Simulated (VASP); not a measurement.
# Ge (Imma) in VASP: a series of runs

Ge is run at these levels: LDA; tasks: single point.

All numbers are computed with VASP 6.6.1; they aren't measurements. Logs are shortened: lines on timing, memory, paths and dates and some standing lists are left out, and cuts for length are marked.

### 1 The cell of the first run

Symmetry: Imma, No. 74, orthorhombic system. Conventional cell: a = 3.969 Å, b = 3.983 Å, c = 5.612 Å, α = 90.00°, β = 90.00°, γ = 90.00°. Ge (site symmetry mm2) has 4 Ge at 2.43 to 2.44 Å within 3.2 Å.

### 2 Single point, LDA

INCAR reads:

```
SYSTEM = Ge
ALGO     = Normal         ! electronic algorithm
EDIFF    = 1E-6           ! SCF threshold, eV
ENCUT    = 500            ! plane-wave cutoff, eV
GGA      = CA             ! functional
GGA_COMPAT= .FALSE.      
ISIF     = 2              ! what is computed and relaxed
ISMEAR   = 0              ! smearing method
LASPH    = .TRUE.         ! aspherical terms in the spheres
LCHARG   = .FALSE.        ! write CHGCAR
LREAL    = .FALSE.        ! projectors in reciprocal space
LWAVE    = .FALSE.        ! write WAVECAR
NBANDS   = 36             ! bands
NELM     = 120            ! most SCF steps
PREC     = Accurate       ! precision mode
SIGMA    = 0.1            ! smearing width, eV
```

KPOINTS reads:

```
k-points
0
G
  4 4 4
  0 0 0
```

POSCAR reads:

```
Ge
1.0
    3.9685767155      0.0000000000      0.0000000000
    0.0000000000      5.6124150143      0.0000000000
    0.0000000000      0.0000000000      3.9826430258
Ge
4
Direct
    0.0000000000      0.0000000000      0.0000000000
    0.5000000000      0.5000000000      0.5000000000
    0.0000000000      0.2500000000      0.5000000000
    0.5000000000      0.7500000000      0.0000000000
```

Potentials or basis: VASP PAW LDA potentials, release 64 (Ge_d).

Started as:

```bash
> cat potpaw_LDA.64/Ge_d/POTCAR > POTCAR
> mpirun -np 1 vasp_std > vasp.out
```

OUTCAR:

```text
SYSTEM = Ge
   EDIFF = 1E-6
   ENCUT = 500
   GGA = CA
   ISIF = 2
   ISMEAR = 0
   LASPH = .TRUE.
   LREAL = .FALSE.
   NELM = 120
   PREC = Accurate

 ion  position               nearest neighbor table
   1  0.000  0.000  0.000-   4 2.43   4 2.43   3 2.44   3 2.44
   2  0.500  0.500  0.500-   3 2.43   3 2.43   4 2.44   4 2.44
   3  0.000  0.250  0.500-   2 2.43   2 2.43   1 2.44   1 2.44
   4  0.500  0.750  0.000-   1 2.43   1 2.43   2 2.44   2 2.44

  LATTYP: Found a simple orthorhombic cell.
 ALAT       =     3.9685767155
 B/A-ratio  =     1.0035444219
 C/A-ratio  =     1.4142135624

  Lattice vectors:

 A1 = (  -3.9685767155,   0.0000000000,   0.0000000000)
 A2 = (   0.0000000000,   0.0000000000,   3.9826430258)
 A3 = (   0.0000000000,   5.6124150143,   0.0000000000)

Analysis of symmetry for initial positions (statically):
=====================================================================
 Subroutine PRICEL returns following result:

  LATTYP: Found a body centered orthorhombic cell.
 ALAT       =     3.9685767155
 B/A-ratio  =     1.0035444219
 C/A-ratio  =     1.4142135624

  Lattice vectors:

 A1 = (   1.9842883578,   2.8062075071,   1.9913215129)
 A2 = (  -1.9842883577,   2.8062075072,  -1.9913215129)
 A3 = (  -1.9842883577,  -2.8062075071,   1.9913215129)

   2 primitive cells build up your supercell.

 Routine SETGRP: Setting up the symmetry group for a
 simple orthorhombic supercell.

 Subroutine GETGRP returns: Found  8 space group operations
 (whereof  4 operations were pure point group operations)
 out of a pool of  8 trial point group operations.

The static configuration has the point symmetry C_2v.
 The point group associated with its full space group is D_2h.

Analysis of symmetry for dynamics (positions and initial velocities):
=====================================================================
 Subroutine PRICEL returns following result:

  LATTYP: Found a body centered orthorhombic cell.
 ALAT       =     3.9685767155
 B/A-ratio  =     1.0035444219
 C/A-ratio  =     1.4142135624

  Lattice vectors:

 A1 = (   1.9842883578,   2.8062075071,   1.9913215129)
 A2 = (  -1.9842883577,   2.8062075072,  -1.9913215129)
[... 105 lines left out ...]
   ICHARG =      2    charge: 1-file 2-atom 10-const
   ISPIN  =      1    spin polarized calculation?
   LNONCOLLINEAR =      F non collinear calculations
   LSORBIT =      F    spin-orbit coupling
   LASPH  =      T    aspherical Exc in radial PAW
   ENCUT  =  500.0 eV  36.75 Ry    6.06 a.u.   7.24 10.23  7.26*2*pi/ulx,y,z
   NELM   =    120;   NELMIN=  2; NELMDL= -5     # of ELM steps
   EDIFF  = 0.1E-05   stopping-criterion for ELM
   LREAL  =      F    real-space projection
   EDIFFG = 0.1E-04   stopping-criterion for IOM
   NSW    =      0    number of steps for IOM
   IBRION =     -1    ionic relax: 0-MD 1-quasi-New 2-CG
   NFREE  =      0    steps in history (QN), initial steepest desc. (CG)
   ISIF   =      2    stress and relaxation
   ISYM   =      2    0-nonsym 1-usesym 2-fastsym
   POTIM  = 0.5000    time-step for ionic-motion
   TEBEG  =    0.0;   TEEND  =   0.0 temperature during run
   PSTRESS=    0.0 pullay stress
   NELECT =      56.0000    total number of electrons
   NUPDOWN=      -1.0000    fix difference up-down
   EMIN   =  10.00;   EMAX   =-10.00  energy-range for DOS
   EFERMI =   0.00;   METHOD = LEGACY
   ISMEAR =     0;   SIGMA  =   0.10  broadening in eV -4-tet -1-fermi 0-gaus
   EFERMI_NEDOS =   21; number of points for ismear=-14 and -15
   IALGO  =     38    algorithm
   IMIX   =      4    mixing-type and parameters
     AMIX     =   0.40;   BMIX     =  1.00
     AMIX_MAG =   1.60;   BMIX_MAG =  1.00
  volume/ion in A,a.u.               =      22.18       149.66
  Fermi-wavevector in a.u.,A,eV,Ry     =   1.404383  2.653899 26.834652  1.972291
  Thomas-Fermi vector in A             =   2.526950
   LORBIT       =      0    0 simple, 1 ext, 2 COOP (PROOUT), +10 PAW based schemes
   GGA     = CA    functional components
   LHFCALC =     F    Hartree Fock is set to
   AEXX    =    0.0000 exact exchange contribution
   IVDW    =     0    specifies the selected vdW correction
   LEPSILON=     F    determine dielectric tensor
   LRPA    =     F    only Hartree local field effects (RPA)
 non-spin polarized calculation
 Gauss-broadening in eV      SIGMA  =   0.10
  energy-cutoff  :      500.00
  volume of cell :       88.71
 maximum number of plane-waves:      2296
 NGX is ok and might be reduce to    30
   NGX = 15   NGY = 21   NGZ = 15

 number of electron      55.9999964 magnetization

 Free energy of the ion-electron system (eV)
  ---------------------------------------------------
  ext. energy  EPLUGINS =         0.00000000
  ---------------------------------------------------
  free energy    TOTEN  =       -20.58357530 eV

  energy without entropy =      -20.57874367  energy(sigma->0) =      -20.58115949

 E-fermi :   4.9793     XC(G=0): -10.3797

 val. band max:        4.9466427336   @ k =   0.0000   0.0000   0.0000
 cond. band min:       4.9873467158   @ k =   0.0000   0.0000   0.0000
 fundamental gap:      0.0407039822
 Fermi energy:         4.9792583122

 k-point     1 :       0.0000    0.0000    0.0000
  band No.  band energies     occupation
      1     -20.0628      2.00000
      2     -20.0601      2.00000
      3     -20.0280      2.00000
      4     -20.0241      2.00000
      5     -20.0178      2.00000
      6     -19.9915      2.00000
[... 925 lines left out ...]
     35      12.5923      0.00000
     36      12.5923      0.00000

 [... further k-points ...]

------------------------ aborting loop because EDIFF is reached ----------------------------------------

  FORCE on cell =-STRESS in cart. coord.  units (eV):
  Direction    XX          YY          ZZ          XY          YZ          ZX
  --------------------------------------------------------------------------------------
  -------------------------------------------------------------------------------------
  Total        0.6841767     -0.3781644      0.3809691      0.0000000      0.0000000      0.0000000
  in kB       12.3572816     -6.8302288      6.8808868      0.0000000      0.0000000      0.0000000
  external PRESSURE =       4.1359799 kB  Pullay stress =       0.0000000 kB

 VOLUME and BASIS-vectors are now :
 -----------------------------------------------------------------------------
  energy-cutoff  :      500.00
  volume of cell :       88.71
      direct lattice vectors                 reciprocal lattice vectors
     3.968576715  0.000000000  0.000000000     0.251979506  0.000000000  0.000000000
     0.000000000  5.612415014  0.000000000     0.000000000  0.178176417  0.000000000
     0.000000000  0.000000000  3.982643026     0.000000000  0.000000000  0.251089539

 POSITION                                       TOTAL-FORCE (eV/Angst)
 -----------------------------------------------------------------------------------
      0.00000      0.00000      0.00000        -0.000000      0.035908     -0.000000
      1.98429      2.80621      1.99132         0.000000      0.035908     -0.000000
      0.00000      1.40310      1.99132        -0.000000     -0.035908      0.000000
      1.98429      4.20931      0.00000        -0.000000     -0.035908      0.000000
 -----------------------------------------------------------------------------------
    total drift:                                0.000000      0.000000      0.000000

  FREE ENERGIE OF THE ION-ELECTRON SYSTEM (eV)
  ---------------------------------------------------
  free  energy   TOTEN  =       -20.5835752991 eV

  energy  without entropy=      -20.5787436717  energy(sigma->0) =      -20.58115949
```

stdout:

```text
POSCAR found type information on POSCAR Ge
 POSCAR found :  1 types and       4 ions
 scaLAPACK will be used
 LDA part: xc-table for (Slater(with rela. corr.)+CA(PZ))
 , standard interpolation
 POSCAR, INCAR and KPOINTS ok, starting setup
 FFT: planning ... GRIDC
 FFT: planning ... GRID_SOFT
 FFT: planning ... GRID
 WAVECAR not read
 entering main loop
```

Run time: 57 s. Hardware: 1 thread of Oxide Virtual Turin-like, shared host; peak memory 0.16 GiB.

Results:

| Property | Result |
| --- | --- |
| Free energy | -20.5836 eV |
| Pressure | 0.4 GPa |
| Largest force | 0.036 eV/Å |
| Band gap on the k mesh | 0.04 eV |

Forces in eV/Å, atoms in the order of the input:
```
Ge   0.000  0.036  0.000
Ge   0.000  0.036  0.000
Ge   0.000 -0.036  0.000
Ge   0.000 -0.036  0.000
```

Stress tensor (GPa, compression positive):
```
 1.24  0.00  0.00
 0.00 -0.68  0.00
 0.00  0.00  0.69
```

Levels at points of the mesh, in eV from the valence-band top:
| k point | band 25 | band 26 | band 27 | band 28 | band 29 | band 30 | band 31 | band 32 |
| --- | --- | --- | --- | --- | --- | --- | --- | --- |
| (0.00, 0.00, 0.00) | -3.14 | -0.01 | 0.00 | 0.00 | 0.04 | 0.59 | 0.63 | 2.50 |
| (0.50, 0.00, 0.00) | -3.98 | -3.98 | -1.56 | -1.56 | 1.89 | 1.89 | 4.78 | 4.78 |
| (0.00, 0.50, 0.00) | -2.12 | -2.12 | -2.09 | -2.09 | 0.90 | 0.90 | 2.69 | 2.69 |
| (0.50, 0.50, 0.00) | -1.46 | -1.46 | -1.45 | -1.45 | 0.11 | 0.11 | 3.69 | 3.69 |
| (0.00, 0.00, 0.50) | -3.99 | -3.99 | -1.55 | -1.55 | 1.92 | 1.92 | 4.82 | 4.82 |
| (0.50, 0.00, 0.50) | -3.15 | -3.15 | -3.15 | -3.15 | 0.63 | 0.63 | 0.63 | 0.63 |
| (0.00, 0.50, 0.50) | -1.44 | -1.44 | -1.43 | -1.43 | 0.13 | 0.13 | 3.71 | 3.71 |
| (0.50, 0.50, 0.50) | -4.03 | -4.03 | -4.03 | -4.03 | 4.34 | 4.34 | 4.34 | 4.34 |

Caveat: semilocal functionals underestimate gaps, and a narrow one can read as zero.

(Part 1 of 2 ends here.)

The gap in the log of VASP goes by the Fermi energy; the results here count the filled bands.